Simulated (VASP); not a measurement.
# Si63S (a cell with a defect) in VASP: a series of runs

Si63S (a cell with a defect) is run at these levels: r2SCAN, HSE06, PBEsol; tasks: single point.

All numbers are computed with VASP 6.6.1; they aren't measurements. Logs are shortened: lines on timing, memory, paths and dates and some standing lists are left out, and cuts for length are marked.

## 1. The cell of the first run

The cell holds a defect, 64 atoms: a = 10.866 Å, b = 10.866 Å, c = 10.866 Å, α = 90.00°, β = 90.00°, γ = 90.00°.

## 2. Single point, r2SCAN

POSCAR

```
Si63S
1.0
   10.8655790000      0.0000000000      0.0000000000
    0.0000000000     10.8655790000      0.0000000000
    0.0000000000      0.0000000000     10.8655790000
Si S
63 1
Direct
    0.9998700000      0.9992350000      0.9996140000
    0.0002690000      0.9997810000      0.4993020000
    0.0002460000      0.4988690000      0.0001950000
    0.0004190000      0.4994710000      0.4998970000
    0.4993880000      0.9998010000      0.0001890000
    0.5001590000      0.9997670000      0.4998930000
    0.5001410000      0.4994850000      0.0001600000
    0.1244890000      0.1242530000      0.1243980000
    0.1258500000      0.1253850000      0.6259900000
    0.1258150000      0.6258380000      0.1255110000
    0.1239570000      0.6249510000      0.6251430000
    0.6263020000      0.1253980000      0.1255750000
    0.6253200000      0.1236710000      0.6251570000
    0.6252790000      0.6249800000      0.1238140000
    0.6295310000      0.6289300000      0.6291590000
    0.2489770000      0.2486350000      0.9988680000
    0.2493550000      0.2489290000      0.4955690000
    0.2498270000      0.7497930000      0.9996540000
    0.2502710000      0.7496460000      0.5028130000
    0.7502240000      0.2494260000      0.9996870000
    0.7500390000      0.2499490000      0.5027880000
    0.7505720000      0.7501510000      0.0003040000
    0.7509630000      0.7504730000      0.4970980000
    0.3745150000      0.3739290000      0.1225700000
    0.3714480000      0.3710800000      0.6271710000
    0.3742550000      0.8737820000      0.1255070000
    0.3755440000      0.8761340000      0.6250310000
    0.8739940000      0.3739940000      0.1256010000
    0.8767200000      0.3749540000      0.6250570000
    0.8756290000      0.8750700000      0.1252030000
    0.8754910000      0.8751650000      0.6266260000
    0.2489300000      0.9987430000      0.2488550000
    0.2498350000      0.9994980000      0.7499160000
    0.2492760000      0.4953480000      0.2490470000
    0.2502720000      0.5026220000      0.7498520000
    0.7502250000      0.9994900000      0.2496110000
    0.7505250000      0.0001640000      0.7504080000
    0.7499250000      0.5026730000      0.2501950000
    0.7509630000      0.4968850000      0.7506880000
    0.3745220000      0.1221770000      0.3743590000
    0.3743370000      0.1251380000      0.8740560000
    0.3712720000      0.6269190000      0.3712190000
    0.3755400000      0.6246700000      0.8765210000
    0.8741010000      0.1251110000      0.3743470000
    0.8756530000      0.1248050000      0.8754780000
    0.8767410000      0.6246690000      0.3753690000
    0.8755700000      0.6261500000      0.8755090000
    0.9988620000      0.2485070000      0.2488880000
    0.0000190000      0.2492760000      0.7500250000
    0.9999930000      0.7496550000      0.2496760000
    0.0003230000      0.7500370000      0.7503950000
    0.4959150000      0.2488420000      0.2492540000
    0.5028100000      0.2497930000      0.7498930000
    0.5028040000      0.7495870000      0.2500880000
    0.4974290000      0.7503410000      0.7507280000
    0.1226580000      0.3739430000      0.3741510000
    0.1256510000      0.3739990000      0.8739460000
    0.1256150000      0.8737230000      0.3742060000
    0.1252950000      0.8750740000      0.8752160000
    0.6272230000      0.3712450000      0.3715000000
    0.6252080000      0.3749610000      0.8763230000
    0.6251830000      0.8761250000      0.3751630000
    0.6266870000      0.8751770000      0.8753960000
    0.5017640000      0.5012170000      0.5016730000
```

INCAR.step1

```
ALGO = Normal
EDIFF = 1E-5
ENCUT = 440
GGA = PE
GGA_COMPAT = F
ISMEAR = -1
ISYM = -1
LASPH = T
LCHARG = F
LREAL = Auto
LWAVE = T
NBANDS = 167
NELECT = 256.0
NELM = 120
PREC = Accurate
SIGMA = 0.05
```

INCAR.step2

```
ALGO = Normal
EDIFF = 1E-6
ENCUT = 440
GGA_COMPAT = F
ISIF = 2
ISMEAR = -1
ISTART = 1
ISYM = -1
LASPH = T
LCHARG = F
LMIXTAU = T
LREAL = Auto
LWAVE = F
METAGGA = R2SCAN
NBANDS = 167
NELECT = 256.0
NELM = 120
PREC = Accurate
SIGMA = 0.05
```

KPOINTS

```
explicit points
1
Reciprocal
  0.25000000   0.25000000   0.25000000 1
```

Potentials or basis: VASP PAW PBE potentials, release 64 (Si, S).

Command:

```
> cat potpaw_PBE.64/Si/POTCAR potpaw_PBE.64/S/POTCAR > POTCAR
> cp INCAR.step1 INCAR
> mpirun -np 1 vasp_std > vasp.out
> cp INCAR.step2 INCAR
> mpirun -np 1 vasp_std > vasp.out
```

OUTCAR:

```text
EDIFF = 1E-6
   ENCUT = 440
   ISIF = 2
   ISMEAR = -1
   ISTART = 1
   ISYM = -1
   LASPH = T
   LREAL = Auto
   METAGGA = R2SCAN
   NELECT = 256.0
   NELM = 120
   PREC = Accurate

 ion  position               nearest neighbor table
   1  1.000  0.999  1.000-  45 2.35  59 2.35  30 2.35   8 2.35
   2  0.000  1.000  0.499-  44 2.36  58 2.36  31 2.36   9 2.37
   3  0.000  0.499  0.000-  57 2.36  28 2.36  47 2.36  10 2.37
   4  0.000  0.499  0.500-  29 2.34  46 2.34  56 2.34  11 2.35
   5  0.499  1.000  0.000-  26 2.36  41 2.36  63 2.36  12 2.37
   6  0.500  1.000  0.500-  27 2.34  62 2.34  40 2.34  13 2.35
[... 56 lines left out ...]
  63  0.627  0.875  0.875-  37 2.35  22 2.35   5 2.36  55 2.38
  64  0.502  0.501  0.502-  15 2.40  60 2.42  25 2.42  42 2.43

IMPORTANT INFORMATION: All symmetrisations will be switched off!
NOSYMM: (Re-)initialisation of all symmetry stuff for point group C_1.

----------------------------------------------------------------------------------------

                                     Primitive cell

  volume of cell :    1282.7990

  direct lattice vectors                    reciprocal lattice vectors
    10.865579000  0.000000000  0.000000000     0.092033752  0.000000000  0.000000000
     0.000000000 10.865579000  0.000000000     0.000000000  0.092033752  0.000000000
     0.000000000  0.000000000 10.865579000     0.000000000  0.000000000  0.092033752

  length of vectors
    10.865579000 10.865579000 10.865579000     0.092033752  0.092033752  0.092033752

  position of ions in fractional coordinates (direct lattice)
     0.999870000  0.999235000  0.999614000
     0.000269000  0.999781000  0.499302000
     0.000246000  0.498869000  0.000195000
     0.000419000  0.499471000  0.499897000
     0.499388000  0.999801000  0.000189000
     0.500159000  0.999767000  0.499893000
[... 56 lines left out ...]
     0.626687000  0.875177000  0.875396000
     0.501764000  0.501217000  0.501673000

  ion indices of the primitive-cell ions
   primitive index   ion index
                 1           1
                 2           2
                 3           3
                 4           4
                 5           5
                 6           6
[... 56 lines left out ...]
                63          63
                64          64

----------------------------------------------------------------------------------------

 KPOINTS: explicit points

Read explicit list of k-points.

 Found      1 k-points:

 Following reciprocal coordinates:
            Coordinates               Weight
  0.250000  0.250000  0.250000      1.000000
   k-points           NKPTS =      1   k-points in BZ     NKDIM =      1   number of bands    NBANDS=    167
   number of dos      NEDOS =    301   number of ions     NIONS =     64
   total plane-waves  NPLWV = 512000
   dimension x,y,z NGX =    80 NGY =   80 NGZ =   80
   dimension x,y,z NGXF=   160 NGYF=  160 NGZF=  160
   ions per type =              63   1
   NGX,Y,Z   is equivalent  to a cutoff of  12.24, 12.24, 12.24 a.u.
   NGXF,Y,Z  is equivalent  to a cutoff of  24.48, 24.48, 24.48 a.u.
 SYSTEM =  unknown system
   PREC   = accura    normal or accurate (medium, high low for compatibility)
   ISTART =      1    job   : 0-new  1-cont  2-samecut
   ICHARG =      0    charge: 1-file 2-atom 10-const
   ISPIN  =      1    spin polarized calculation?
   LNONCOLLINEAR =      F non collinear calculations
   LSORBIT =      F    spin-orbit coupling
   LASPH  =      T    aspherical Exc in radial PAW
   ENCUT  =  440.0 eV  32.34 Ry    5.69 a.u.  18.58 18.58 18.58*2*pi/ulx,y,z
   NELM   =    120;   NELMIN=  2; NELMDL=  0     # of ELM steps
   EDIFF  = 0.1E-05   stopping-criterion for ELM
   LREAL  =      T    real-space projection
   EDIFFG = 0.1E-04   stopping-criterion for IOM
   NSW    =      0    number of steps for IOM
   IBRION =     -1    ionic relax: 0-MD 1-quasi-New 2-CG
   NFREE  =      0    steps in history (QN), initial steepest desc. (CG)
   ISIF   =      2    stress and relaxation
   ISYM   =     -1    0-nonsym 1-usesym 2-fastsym
   POTIM  = 0.5000    time-step for ionic-motion
   TEBEG  =    0.0;   TEEND  =   0.0 temperature during run
   PSTRESS=    0.0 pullay stress
   NELECT =     256.0000    total number of electrons
   NUPDOWN=      -1.0000    fix difference up-down
   EMIN   =  10.00;   EMAX   =-10.00  energy-range for DOS
   EFERMI =   0.00;   METHOD = LEGACY
   ISMEAR =    -1;   SIGMA  =   0.05  broadening in eV -4-tet -1-fermi 0-gaus
   EFERMI_NEDOS =   21; number of points for ismear=-14 and -15
   IALGO  =     38    algorithm
   IMIX   =      4    mixing-type and parameters
     AMIX     =   0.40;   BMIX     =  1.00
     AMIX_MAG =   1.60;   BMIX_MAG =  1.00
  volume/ion in A,a.u.               =      20.04       135.26
  Fermi-wavevector in a.u.,A,eV,Ry     =   0.956684  1.807871 12.452660  0.915245
  Thomas-Fermi vector in A             =   2.085634
   LORBIT       =      0    0 simple, 1 ext, 2 COOP (PROOUT), +10 PAW based schemes
   METAGGA = R2SCAN    functional components
   LHFCALC =     F    Hartree Fock is set to
   AEXX    =    0.0000 exact exchange contribution
   IVDW    =     0    specifies the selected vdW correction
   LEPSILON=     F    determine dielectric tensor
   LRPA    =     F    only Hartree local field effects (RPA)
 non-spin polarized calculation
  energy-cutoff  :      440.00
  volume of cell :     1282.80
 maximum number of plane-waves:     26886
 NGX is ok and might be reduce to    80
   NGX = 37   NGY = 37   NGZ = 37

 number of electron     256.0000014 magnetization

 Free energy of the ion-electron system (eV)
  ---------------------------------------------------
  ext. energy  EPLUGINS =         0.00000000
  ---------------------------------------------------
  free energy    TOTEN  =      -572.16458881 eV

  energy without entropy =     -572.16442355  energy(sigma->0) =     -572.16450618

 E-fermi :   5.8777     XC(G=0):  -9.8237

 val. band max:        5.3690783637   @ k =   0.2500   0.2500   0.2500
 cond. band min:       6.3517048660   @ k =   0.2500   0.2500   0.2500
 fundamental gap:      0.9826265022
 Fermi energy:         5.8776647689

 k-point     1 :       0.2500    0.2500    0.2500
  band No.  band energies     occupation
      1     -10.1056      2.00000
      2      -6.4717      2.00000
      3      -5.9929      2.00000
      4      -5.9928      2.00000
      5      -5.8190      2.00000
      6      -5.4526      2.00000
[... 132 lines left out ...]
    139       7.7944      0.00000
    140       7.9283      0.00000
 [bands above 140 left out]

------------------------ aborting loop because EDIFF is reached ----------------------------------------

  FORCE on cell =-STRESS in cart. coord.  units (eV):
  Direction    XX          YY          ZZ          XY          YZ          ZX
  --------------------------------------------------------------------------------------
  -------------------------------------------------------------------------------------
  Total      -17.5559560    -17.5539070    -17.5545197     -8.3314695     -8.3247392     -8.3137759
  in kB      -21.9268600    -21.9243010    -21.9250661    -10.4057543    -10.3973484    -10.3836556
  external PRESSURE =     -21.9254090 kB  Pullay stress =       0.0000000 kB

 VOLUME and BASIS-vectors are now :
 -----------------------------------------------------------------------------
  energy-cutoff  :      440.00
  volume of cell :     1282.80
      direct lattice vectors                 reciprocal lattice vectors
    10.865579000  0.000000000  0.000000000     0.092033752  0.000000000  0.000000000
     0.000000000 10.865579000  0.000000000     0.000000000  0.092033752  0.000000000
     0.000000000  0.000000000 10.865579000     0.000000000  0.000000000  0.092033752

 POSITION                                       TOTAL-FORCE (eV/Angst)
 -----------------------------------------------------------------------------------
     10.86417     10.85727     10.86138         0.003506      0.005628      0.006575
      0.00292     10.86320      5.42521         0.004699      0.003119      0.014962
      0.00267      5.42050      0.00212         0.005847      0.013247      0.004237
      0.00455      5.42704      5.43167        -0.003261      0.005598      0.000318
      5.42614     10.86342      0.00205         0.015078      0.006454      0.001140
      5.43452     10.86305      5.43163        -0.000722      0.003617      0.001382
[... 56 lines left out ...]
      6.80932      9.50930      9.51168        -0.017107     -0.002359      0.000313
      5.45196      5.44601      5.45097        -0.009994      0.003590     -0.009170
 -----------------------------------------------------------------------------------
    total drift:                                0.015543      0.007069      0.009567

  FREE ENERGIE OF THE ION-ELECTRON SYSTEM (eV)
  ---------------------------------------------------
  free  energy   TOTEN  =      -572.1645888074 eV

  energy  without entropy=     -572.1644235485  energy(sigma->0) =     -572.16450618
```

Wall time 15 min (1 thread of AMD EPYC 9R45 (Zen 5), shared host); peak memory 1.1 GiB.

Results:

- Free energy: -572.1646 eV
- Largest force: 0.073 eV/Å

Forces in eV/Å, atoms in the order of the input:
```
Si   0.004  0.006  0.007
Si   0.005  0.003  0.015
Si   0.006  0.013  0.004
Si  -0.003  0.006  0.000
Si   0.015  0.006  0.001
Si  -0.001  0.004  0.001
Si  -0.002  0.005 -0.001
Si   0.000 -0.006 -0.003
Si  -0.008 -0.011 -0.013
Si  -0.008 -0.015 -0.006
Si   0.011 -0.002  0.003
Si  -0.015 -0.010 -0.005
Si   0.000  0.007  0.001
Si   0.002 -0.001  0.010
Si   0.019  0.028  0.028
Si   0.008  0.002  0.000
Si   0.009  0.006  0.020
Si   0.003 -0.005  0.010
Si  -0.001 -0.003 -0.015
Si  -0.002 -0.002  0.012
Si  -0.005 -0.004 -0.011
Si   0.000  0.002 -0.003
Si  -0.004 -0.003  0.020
Si  -0.002 -0.002  0.013
Si  -0.036 -0.034  0.041
Si   0.005  0.006 -0.011
Si  -0.003 -0.012  0.005
Si   0.010  0.004 -0.012
Si  -0.011 -0.006  0.004
Si  -0.005 -0.005 -0.008
Si   0.000 -0.001 -0.024
Si   0.005 -0.004  0.007
Si   0.003  0.008  0.001
Si   0.008  0.019  0.007
Si   0.001 -0.014 -0.003
Si  -0.005  0.009  0.000
Si  -0.001 -0.006  0.004
Si  -0.002 -0.016  0.002
Si  -0.003  0.016 -0.002
Si  -0.002  0.017 -0.006
Si   0.002 -0.009  0.007
Si  -0.025  0.038 -0.027
Si  -0.004  0.004 -0.014
Si   0.005 -0.005  0.000
Si  -0.005  0.000 -0.008
Si  -0.014  0.004 -0.007
Si  -0.002 -0.014 -0.001
Si   0.002  0.007  0.004
Si   0.005  0.005  0.001
Si   0.007  0.000  0.001
Si   0.001  0.002  0.001
Si   0.017  0.011  0.005
Si  -0.008  0.001 -0.005
Si  -0.011 -0.002 -0.001
Si   0.017  0.000 -0.002
Si   0.017 -0.003 -0.001
Si  -0.011  0.003  0.008
Si  -0.007  0.010  0.004
Si  -0.003 -0.003  0.000
Si   0.044 -0.040 -0.043
Si   0.001 -0.003 -0.007
Si   0.005 -0.010 -0.001
Si  -0.017 -0.002  0.000
S   -0.010  0.004 -0.009
```

Caveat: the cell carries a net charge on a neutralising background, which shifts energy and pressure; the cell is charged against a uniform background, so pressure and absolute levels hang on convention; the PAW data sets were made with another functional, which shifts forces and pressure a little.

## 3. Single point, HSE06

POSCAR is that of step 2.

INCAR.step1

```
ALGO     = Normal         # electronic algorithm
EDIFF    = 1E-5           # SCF threshold, eV
ENCUT    = 400            # plane-wave cutoff, eV
GGA      = PE             # functional
GGA_COMPAT= F            
ISIF     = 2              # what is computed and relaxed
ISMEAR   = -1             # smearing method
ISYM     = -1           
LASPH    = T              # aspherical terms in the spheres
LCHARG   = F              # write CHGCAR
LREAL    = Auto         
LWAVE    = T              # write WAVECAR
NBANDS   = 167            # bands
NELECT   = 256.0        
NELM     = 120            # most SCF steps
PREC     = Accurate       # precision mode
SIGMA    = 0.05           # smearing width, eV
```

INCAR.step2

```
ALGO     = Normal         # electronic algorithm
EDIFF    = 1E-6           # SCF threshold, eV
ENCUT    = 400            # plane-wave cutoff, eV
GGA      = PE             # functional
GGA_COMPAT= F            
HFSCREEN = 0.2079         # screening, 1/A
ISIF     = 2              # what is computed and relaxed
ISMEAR   = -1             # smearing method
ISTART   = 1            
ISYM     = -1           
LASPH    = T              # aspherical terms in the spheres
LCHARG   = F              # write CHGCAR
LHFCALC  = T              # exact exchange
LREAL    = Auto         
LWAVE    = F              # write WAVECAR
NBANDS   = 167            # bands
NELECT   = 256.0        
NELM     = 120            # most SCF steps
PREC     = Accurate       # precision mode
PRECFOCK = Fast         
SIGMA    = 0.05           # smearing width, eV
```

KPOINTS is that of step 2.

Potentials or basis: VASP PAW PBE potentials, release 64 (Si, S).

Command:

```
> cat potpaw_PBE.64/Si/POTCAR potpaw_PBE.64/S/POTCAR > POTCAR
> cp INCAR.step1 INCAR
> mpirun -np 1 vasp_std > vasp.out
> cp INCAR.step2 INCAR
> mpirun -np 1 vasp_std > vasp.out
```

It took 12 min on 1 thread of AMD EPYC 9R45 (Zen 5), shared host; peak memory 1 GiB.

The run converged. Its results:

```
Free energy   : -412.2044 eV
Largest force : 0.053 eV/Å
```

Forces in eV/Å, atoms in the order of the input:
```
Si   0.000  0.001  0.004
Si   0.000 -0.001  0.019
Si   0.000  0.021 -0.002
Si  -0.009  0.001 -0.003
Si   0.019  0.003 -0.004
Si  -0.006 -0.001 -0.003
Si  -0.006 -0.002 -0.007
Si   0.007  0.000  0.004
Si  -0.003 -0.006 -0.018
Si  -0.004 -0.020 -0.001
Si   0.019  0.002  0.004
Si  -0.019 -0.006 -0.001
Si   0.001  0.016  0.002
Si   0.003  0.002  0.018
Si  -0.002  0.003  0.005
Si   0.003 -0.003 -0.001
Si  -0.006 -0.010  0.000
Si  -0.004 -0.009  0.004
Si  -0.017  0.003 -0.002
Si  -0.007 -0.010  0.006
Si   0.001 -0.020  0.002
Si  -0.001 -0.001 -0.006
Si   0.001  0.002  0.007
Si   0.005  0.005  0.019
Si   0.005  0.006  0.016
Si   0.014  0.012 -0.005
Si   0.001 -0.009  0.009
Si   0.016  0.013 -0.006
Si  -0.008  0.001  0.007
Si   0.001  0.000 -0.003
Si   0.001  0.000 -0.031
Si   0.000 -0.006  0.002
Si  -0.004  0.000 -0.004
Si  -0.007 -0.003 -0.009
Si  -0.015 -0.002  0.004
Si  -0.010  0.002 -0.007
Si  -0.002 -0.010  0.002
Si   0.004 -0.004 -0.014
Si   0.002  0.004  0.002
Si   0.004  0.023  0.001
Si   0.012 -0.005  0.014
Si   0.016  0.012  0.014
Si   0.000  0.010 -0.010
Si   0.012  0.000  0.010
Si   0.000  0.005 -0.004
Si  -0.010  0.009 -0.003
Si  -0.002 -0.021 -0.001
Si  -0.001  0.002 -0.002
Si  -0.001 -0.003 -0.003
Si   0.001 -0.005 -0.007
Si  -0.002 -0.001  0.000
Si  -0.003 -0.005 -0.007
Si   0.006 -0.015  0.001
Si   0.003  0.004 -0.017
Si   0.005  0.006  0.002
Si   0.023  0.005  0.007
Si  -0.005  0.012  0.014
Si  -0.001  0.016  0.014
Si   0.002  0.002  0.004
Si   0.019  0.000 -0.001
Si   0.004  0.003 -0.004
Si   0.008 -0.007  0.004
Si  -0.024 -0.001  0.001
S   -0.035 -0.019 -0.034
```

Levels at points of the mesh, in eV from the Fermi level:
```
           k point  band 126  band 127  band 128  band 129  band 130  band 131
(0.25, 0.25, 0.25)     -1.19     -0.73     -0.73      0.70      1.16      1.16
```

Caveat: the cell carries a net charge on a neutralising background, which shifts energy and pressure; the cell is charged against a uniform background, so pressure and absolute levels hang on convention; the PAW data sets were made with another functional, which shifts forces and pressure a little.

(Continued in part 2 of 2.)
